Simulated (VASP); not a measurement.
# InH2F3 (R-3m) in VASP: relaxation of cell and atoms with PBE

Aim: the relaxation of cell and atoms of InH2F3 with PBE.

Program: VASP 6.6.1. These are calculated values, not measurements. Logs are shortened: lines on timing, memory, paths and dates and some standing lists are left out, and cuts for length are marked.

### 1 The cell of the first run

The structure is trigonal, space group R-3m (No. 166). Conventional cell: a = 4.890 Å, b = 4.890 Å, c = 10.761 Å, α = 90.00°, β = 90.00°, γ = 120.00°. In (site symmetry -3m) has 6 F at 2.28 Å and 6 H at 2.86 Å within 3.0 Å. Within 3.5 Å of H (site symmetry 3m) lie 9 F at 2.63 to 2.80 Å and 4 H at 2.73 to 2.95 Å and 3 In at 2.86 Å. F (site symmetry 2/m) has 2 In at 2.28 Å and 4 F at 2.45 Å and 6 H at 2.63 to 2.80 Å within 3.0 Å.

The cell was built from a structure type or drawn by symmetry, and may not be a known phase.

### 2 Relaxation of cell and atoms, PBE

INCAR

```
  PREC = Accurate
  ENCUT = 600
  EDIFF = 1E-7
  ISMEAR = 0
  SIGMA = 0.15
  LREAL = False
  LASPH = True
  NELM = 120
  ALGO = Normal
  ISIF = 3
  LWAVE = False
  LCHARG = False
  GGA = PE
  IBRION = 2
  NSW = 36
  EDIFFG = -0.08
  GGA_COMPAT = False
  NELMIN = 4
```

KPOINTS

```
Automatic mesh
0
Gamma
  3 3 3
```

POSCAR

```
InH2F3
1.0
    2.4450948100      1.4116761500      3.5870248500
   -2.4450948100      1.4116761500      3.5870248500
    0.0000000000     -2.8233523000      3.5870248500
In H F
1 2 3
Direct
    0.0000000000      0.0000000000      0.0000000000
    0.6267769900      0.6267769900      0.6267769900
    0.3732230100      0.3732230100      0.3732230100
    0.0000000000      0.5000000000      0.0000000000
    0.5000000000      0.0000000000      0.0000000000
    0.0000000000      0.0000000000      0.5000000000
```

Potentials or basis: VASP PAW PBE potentials, release 64 (In_d, H, F).

On the command line:

```bash
$ cat potpaw_PBE.64/In_d/POTCAR potpaw_PBE.64/H/POTCAR potpaw_PBE.64/F/POTCAR > POTCAR
$ mpirun -np 1 vasp_std > vasp.out
```

OUTCAR:

```text
PREC = Accurate
   ENCUT = 600
   EDIFF = 1E-7
   ISMEAR = 0
   LREAL = False
   LASPH = True
   NELM = 120
   ISIF = 3
   GGA = PE
   IBRION = 2
   NSW = 36
   EDIFFG = -0.08
   NELMIN = 4

 ion  position               nearest neighbor table
   1  0.000  0.000  0.000-   4 2.28   5 2.28   4 2.28   5 2.28   6 2.28   6 2.28
   2  0.627  0.627  0.627-
   3  0.373  0.373  0.373-
   4  0.000  0.500  0.000-   1 2.28   1 2.28
   5  0.500  0.000  0.000-   1 2.28   1 2.28
   6  0.000  0.000  0.500-   1 2.28   1 2.28

  LATTYP: Found a trigonal (rhomboedric) cell.
 ALAT       =     4.5648729976
 COS(alpha) =     0.4261954250

  Lattice vectors:

 A1 = (   2.4450948100,   1.4116761500,   3.5870248500)
 A2 = (  -2.4450948100,   1.4116761500,   3.5870248500)
 A3 = (   0.0000000000,  -2.8233523000,   3.5870248500)

Analysis of symmetry for initial positions (statically):
=====================================================================
 Subroutine PRICEL returns:
 Original cell was already a primitive cell.

 Routine SETGRP: Setting up the symmetry group for a
 trigonal (rhombohedral) supercell.

 Subroutine GETGRP returns: Found 12 space group operations
 (whereof 12 operations were pure point group operations)
 out of a pool of 12 trial point group operations.

The static configuration has the point symmetry D_3d.

Analysis of symmetry for dynamics (positions and initial velocities):
=====================================================================
 Subroutine PRICEL returns:
 Original cell was already a primitive cell.

 Routine SETGRP: Setting up the symmetry group for a
 trigonal (rhombohedral) supercell.

 Subroutine GETGRP returns: Found 12 space group operations
 (whereof 12 operations were pure point group operations)
 out of a pool of 12 trial point group operations.

The dynamic configuration has the point symmetry D_3d.

 Subroutine INISYM returns: Found 12 space group operations
 (whereof 12 operations are pure point group operations),
 and found     1 'primitive' translations

----------------------------------------------------------------------------------------

                                     Primitive cell

  volume of cell :      74.2876

  direct lattice vectors                    reciprocal lattice vectors
[... 65 lines left out ...]
   NGXF,Y,Z  is equivalent  to a cutoff of  26.22, 26.22, 26.22 a.u.
 SYSTEM =  unknown system
   PREC   = accura    normal or accurate (medium, high low for compatibility)
   ISTART =      0    job   : 0-new  1-cont  2-samecut
   ICHARG =      2    charge: 1-file 2-atom 10-const
   ISPIN  =      1    spin polarized calculation?
   LNONCOLLINEAR =      F non collinear calculations
   LSORBIT =      F    spin-orbit coupling
   LASPH  =      T    aspherical Exc in radial PAW
   ENCUT  =  600.0 eV  44.10 Ry    6.64 a.u.   9.12  9.12  9.12*2*pi/ulx,y,z
   NELM   =    120;   NELMIN=  4; NELMDL= -5     # of ELM steps
   EDIFF  = 0.1E-06   stopping-criterion for ELM
   LREAL  =      F    real-space projection
   EDIFFG = -.8E-01   stopping-criterion for IOM
   NSW    =     36    number of steps for IOM
   IBRION =      2    ionic relax: 0-MD 1-quasi-New 2-CG
   NFREE  =      1    steps in history (QN), initial steepest desc. (CG)
   ISIF   =      3    stress and relaxation
   ISYM   =      2    0-nonsym 1-usesym 2-fastsym
   POTIM  = 0.5000    time-step for ionic-motion
   TEBEG  =    0.0;   TEEND  =   0.0 temperature during run
   PSTRESS=    0.0 pullay stress
   NELECT =      36.0000    total number of electrons
   NUPDOWN=      -1.0000    fix difference up-down
   EMIN   =  10.00;   EMAX   =-10.00  energy-range for DOS
   EFERMI =   0.00;   METHOD = LEGACY
   ISMEAR =     0;   SIGMA  =   0.15  broadening in eV -4-tet -1-fermi 0-gaus
   EFERMI_NEDOS =   21; number of points for ismear=-14 and -15
   IALGO  =     38    algorithm
   IMIX   =      4    mixing-type and parameters
     AMIX     =   0.40;   BMIX     =  1.00
     AMIX_MAG =   1.60;   BMIX_MAG =  1.00
  volume/ion in A,a.u.               =      12.38        83.55
  Fermi-wavevector in a.u.,A,eV,Ry     =   1.285889  2.429978 22.497381  1.653511
  Thomas-Fermi vector in A             =   2.417996
   LORBIT       =      0    0 simple, 1 ext, 2 COOP (PROOUT), +10 PAW based schemes
   GGA     = PE    functional components
   LHFCALC =     F    Hartree Fock is set to
   AEXX    =    0.0000 exact exchange contribution
   IVDW    =     0    specifies the selected vdW correction
   LEPSILON=     F    determine dielectric tensor
   LRPA    =     F    only Hartree local field effects (RPA)
 conjugate gradient relaxation of ions
 non-spin polarized calculation
 Gauss-broadening in eV      SIGMA  =   0.15
  energy-cutoff  :      600.00
  volume of cell :       74.29
 maximum number of plane-waves:      2511
   NGX = 19   NGY = 19   NGZ = 19

--------------------------------------- Ionic step        1  -------------------------------------------

 number of electron      36.0000012 magnetization

 Free energy of the ion-electron system (eV)
  ---------------------------------------------------
  ext. energy  EPLUGINS =         0.00000000
  ---------------------------------------------------
  free energy    TOTEN  =       -16.62250272 eV

  energy without entropy =      -16.56819740  energy(sigma->0) =      -16.59535006

------------------------ aborting loop because EDIFF is reached ----------------------------------------

  FORCE on cell =-STRESS in cart. coord.  units (eV):
  Direction    XX          YY          ZZ          XY          YZ          ZX
  --------------------------------------------------------------------------------------
  -------------------------------------------------------------------------------------
  Total        1.8858786      1.8858786    -13.0521254      0.0000000      0.0000000     -0.0000000
  in kB       40.6731588     40.6731590   -281.4980571      0.0000000      0.0000000     -0.0000000
  external PRESSURE =     -66.7172464 kB  Pullay stress =       0.0000000 kB
[... 418 lines left out ...]
     21      11.3865      0.00000
     22      11.9196      0.00000

[... ionic steps 4 to 27 ...]

--------------------------------------- Ionic step       28  -------------------------------------------

 number of electron      36.0000020 magnetization

------------------------ aborting loop because EDIFF is reached ----------------------------------------
[... 75 lines left out ...]
--------------------------------------- Ionic step       30  -------------------------------------------

 number of electron      36.0000022 magnetization

 Free energy of the ion-electron system (eV)
  ---------------------------------------------------
  ext. energy  EPLUGINS =         0.00000000
  ---------------------------------------------------
  free energy    TOTEN  =       -24.53748679 eV

  energy without entropy =      -24.53748679  energy(sigma->0) =      -24.53748679

 E-fermi :  -1.5596     XC(G=0):  -8.7496

 val. band max:       -2.2713581251   @ k =   0.3333   0.3333   0.3333
 cond. band min:       1.7366446374   @ k =   0.0000   0.0000   0.0000
 fundamental gap:      4.0080027625
 Fermi energy:        -1.5596123975
[... 181 lines left out ...]
  FREE ENERGIE OF THE ION-ELECTRON SYSTEM (eV)
  ---------------------------------------------------
  free  energy   TOTEN  =       -24.5374867907 eV

  energy  without entropy=      -24.5374867907  energy(sigma->0) =      -24.53748679

 reached required accuracy - stopping structural energy minimisation
```

It took 8.7 min on 1 thread of Intel Xeon Platinum 8259CL at 2.50GHz (Skylake/Cascade Lake), shared host; peak memory 0.22 GiB.

Results:

| Property | Result |
| --- | --- |
| Free energy | -24.5375 eV |
| Relaxed volume | 12.27 Å³/atom |
| Relaxed cell | a = 4.195 Å, b = 4.195 Å, c = 4.195 Å, α = 87.50°, β = 87.50°, γ = 87.50° |
| Space group after relaxing (to 0.1 Å) | R-3m (No. 166) |
| Energy gained by relaxing | 1319.2 meV/atom |
| Ionic steps | 30 |
| Pressure after relaxing | 0.1 GPa |
| Largest force after relaxing | 0.004 eV/Å |
| Band gap on the k mesh | 4.01 eV (least direct gap 4.29 eV) |

Forces in eV/Å, atoms in the order of the input:
```
In   0.000  0.000  0.000
H    0.000  0.000  0.004
H    0.000  0.000 -0.004
F    0.000  0.000  0.000
F    0.000  0.000  0.000
F    0.000  0.000  0.000
```

The path:
```
step  energy change (eV)  largest force (eV/Å)  pressure (GPa)  volume (Å³)
   1              0.0000                0.1095           -6.67        74.29
   2             -1.3114                0.7006            0.34        68.52
   3             -1.8946                1.4033            9.90        64.16
   4             -1.1049                3.1226           50.24        54.73
   5             -1.9954                1.8644           18.13        61.51
   6             -2.7599                2.5188           15.27        63.43
   7             -4.6737                4.2489            6.86        67.19
   8             -2.5380                2.4431          -20.92        63.06
   9             -4.4495                4.2701            3.06        67.74
  10             -4.7801                4.9569           -8.01        66.92
  11             -4.7822                4.8622           -3.98        67.47
  12             -5.6196                3.0896          -12.66        68.75
  13             -5.6213                2.8549          -12.89        68.78
  14             -5.9228                5.7273            2.26        64.70
  15             -6.0706                1.4825           -3.45        66.03
  16             -6.4621                0.3460            4.33        64.16
  17             -6.5624                1.6719           12.15        62.31
  18             -6.8923                1.1795           10.89        63.81
  19             -7.5492                1.1438            8.06        67.76
  20             -6.5466               16.3591            6.45        73.37
  21             -7.5174                5.5565            7.86        69.66
  22             -7.6483                4.5103            6.07        70.61
  23             -7.8712                1.9321            1.34        73.33
  24             -7.8956                0.9892           -0.55        74.52
  25             -7.8956                0.9207           -0.71        74.61
  26             -7.9017                0.7993           -0.44        74.35
  27             -7.9120                0.4572            0.37        73.56
  28             -7.9129                0.3286            0.72        73.25
  29             -7.9143                0.1830            0.44        73.40
  30             -7.9150                0.0044            0.09        73.60
```

Final structure:
```xyz
6
Lattice="2.9005 1.6746 2.5253 -2.9005 1.6746 2.5253 0.0000 -3.3492 2.5253" Properties=species:S:1:pos:R:3 pbc="T T T"
In    0.0000    0.0000    0.0000
H     0.0000    0.0000    4.1615
H     0.0000    0.0000    3.4144
F    -1.4503    0.8373    1.2626
F     1.4503    0.8373    1.2626
F     0.0000   -1.6746    1.2626
```

Levels at points of the mesh, in eV from the valence-band top:
```csv
k point,band 16,band 17,band 18,band 19,band 20,band 21
"(0.00, 0.00, 0.00)",-0.38,-0.38,-0.29,4.01,12.16,13.40
```

Caveat: the k points lie up to 0.50 Å⁻¹ apart in the final cell; spin-orbit coupling is left out, which moves the levels of the heavy elements; an odd mesh through Γ misses points on the zone boundary, where band edges can lie.
